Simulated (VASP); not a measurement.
**MgO: single point with PBEsol**

Crystal: MgO.

```
Mg O
1.0
     3.30347    0.00000    0.00000
    -1.65173    2.86089    0.00000
     0.00000    0.00000    5.01939
Mg O
2 2
Cartesian
  0.0000 1.9073 -0.1001
  1.6517 0.9536 2.4096
  0.0000 1.9073 2.0125
  1.6517 0.9536 4.5222
```

This cell differs from its parent crystal: c/a of the conventional cell at fixed volume 1.5194.

- Program: VASP 6.6.1
- Task: single point
- Functional: PBEsol
- Potentials or basis: VASP PAW PBE potentials, release 64 (Mg, O)
- Cutoff: 520 eV
- k mesh: 9 × 9 × 6
- Occupations: gaussian, width 0.05 eV
- Spin: no spin polarisation
- Dipole correction: no
- Further INCAR settings: ALGO = Normal; EDIFF = 1e-06; NBANDS = 16

```json
{"Pressure": "-0.3 GPa", "Largest force": "0.517 eV/Å", "Band gap on the k mesh": "3.18 eV, direct"}
```

Forces on the atoms (eV/Å):
```
Mg   0.000  0.000  0.517
Mg   0.000  0.000  0.517
O    0.000  0.000 -0.517
O    0.000  0.000 -0.517
```

Stress tensor (GPa, compression positive):
```
 3.01  0.00  0.00
 0.00  3.01  0.00
 0.00  0.00 -6.89
```

Levels at points of the mesh, in eV from the valence-band top:
```csv
k point,band 6,band 7,band 8,band 9,band 10,band 11
"(0.00, 0.00, 0.00)",-0.62,-0.62,0.00,3.18,8.42,10.01
"(0.00, 0.00, 0.50)",-0.80,-0.80,-0.80,5.79,5.79,12.84
```

Run time: 18 s on 1 thread of Intel(R) Xeon(R) 6975P-C (Granite Rapids), with other jobs on the host, peak memory 0.19 GiB.

Caveat: the PAW data sets were made with another functional, which shifts forces and pressure a little. A k mesh can miss the band edges.
